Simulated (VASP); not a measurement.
Pd:

```
CELL_PARAMETERS angstrom
2.78367 0.00000 0.00000
-1.39183 2.41072 0.00000
0.00000 0.00000 4.62889
ATOMIC_POSITIONS crystal
Pd 0.33333 0.66667 0.25000
Pd 0.66667 0.33333 0.75000
```

```yaml
Program: VASP 6.6.1
Task: relaxation of cell and atoms
Functional: revPBE
Dispersion: D3(BJ)
Potentials_or_basis: VASP PAW PBE potentials, release 64 (Pd)
Cutoff: 600 eV
k_mesh: 11 × 11 × 6
Occupations: fermi-dirac, width 0.05 eV
Spin: no spin polarisation
```

At the start: pressure -11.4 GPa; volume 15.53 Å³/atom.

**Question.** How do energy, volume and symmetry change on relaxing?

**Answer.** Over 4 steps the energy falls by 40.6 meV/atom and the volume is 14.49 Å³/atom (-6.7 %); space group P6_3/mmc (No. 194, to 0.05 Å).

Step by step:
| step | energy change (eV) | largest force (eV/Å) | pressure (GPa) | volume (Å³) |
| --- | --- | --- | --- | --- |
| 1 | 0.0000 | 0.0000 | -11.44 | 31.06 |
| 2 | 0.1025 | 0.0000 | 24.83 | 26.34 |
| 3 | -0.0812 | 0.0000 | -0.30 | 29.01 |
| 4 | -0.0812 | 0.0000 | -0.04 | 28.97 |

Final structure:
```
Pd
1.0
     2.71931    0.00000    0.00000
    -1.35966    2.35499    0.00000
     0.00000    0.00000    4.52443
Pd
2
Direct
  0.33333 0.66667 0.25000
  0.66667 0.33333 0.75000
```

Caveat: the PAW data sets were made with another functional, which shifts forces and pressure a little; pairwise dispersion overbinds metals, which lowers pressure and volume.
